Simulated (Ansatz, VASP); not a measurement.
# One calculation of Mg2Si3N3, two programs

```
Mg Si N
1.0
     6.47874    0.00000    0.00000
    -3.23937    5.61076    0.00000
     0.00000    0.00000    2.74051
Mg Si N
2 3 3
Direct
  0.66667 0.33333 0.00000
  0.33333 0.66667 0.00000
  0.00000 0.20395 0.00000
  0.79605 0.79605 0.00000
  0.20395 0.00000 0.00000
  0.00000 0.38854 0.50000
  0.61146 0.61146 0.50000
  0.38854 0.00000 0.50000
```

Alike in both runs: functional PBE; k mesh 6 × 6 × 12; occupations gaussian, width 0.1 eV; no spin polarisation.

Ansatz relaxed the structure, and its values are those at the end. VASP's run is a single point on that final structure, the one shown.

```csv
,VASP,Ansatz
version,VASP 6.6.1,Ansatz 0.2.0
potentials or method,"VASP PAW PBE potentials, release 64 (Mg, Si, N), cutoff 600 eV","scalar-relativistic, plane waves, PAW"
valence electrons in the cell,31,47
```

Ansatz gave:

| Property | Result |
| --- | --- |
| gap on the k mesh at the Fermi level (eV) | none |
| pressure (GPa) | 0.0 |

Estimate VASP's values.

gap on the k mesh at the Fermi level (eV): none; pressure (GPa): -0.3.

A gap of «none» marks a metal or a gap that the smearing closes. The functional is the same, so the differences come from potentials, cutoffs and numerics. VASP's potentials hold 31 valence electrons a cell and Ansatz's 47, so a difference there can come from the potentials and not from the codes.
